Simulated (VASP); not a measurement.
Here is a VASP 6.6.1 calculation.

File INCAR:

```
PREC = Accurate
ENCUT = 520
EDIFF = 1E-6
ISMEAR = 1
SIGMA = 0.2
LREAL = F
LASPH = T
NELM = 150
ALGO = Normal
ISIF = 2
LWAVE = F
LCHARG = F
LNONCOLLINEAR = T
MAGMOM = 0 0 0
LORBIT = 11
LSORBIT = T
GGA_COMPAT = F
LORBMOM = T
LMAXMIX = 4
GGA = B5
ALDAX = 1.0
AGGAX = 1.0
AGGAC = 1.0
ALDAC = 0.0
IVDW = 12
VDW_S6 = 1.0
VDW_S8 = 2.6996
VDW_A1 = 0.4298
VDW_A2 = 4.2359
NBANDS = 22
```

The input KPOINTS:

```
Automatic mesh
0
Gamma
  8 8 8
```

Contents of POSCAR:

```
Ag
1.0
   -1.6556540000      1.6556540000      1.6556540000
    1.6556540000     -1.6556540000      1.6556540000
    1.6556540000      1.6556540000     -1.6556540000
Ag
1
Direct
    0.0000000000      0.0000000000      0.0000000000
```

Potentials or basis: VASP PAW PBE potentials, release 64 (Ag).

The run is started by

```sh
$ cat potpaw_PBE.64/Ag/POTCAR > POTCAR
$ mpirun -np 1 vasp_ncl > vasp.out
```

Question: Estimate the pressure.

Answer: -5.2 GPa.

Question: What does it give for the net moment?

Answer: 0.00 μB per cell.

Moments on the atoms (μB; x, y, z):
```
Ag  0.00 0.00 0.00
```

Caveat: the PAW data sets were made with another functional, which shifts forces and pressure a little.
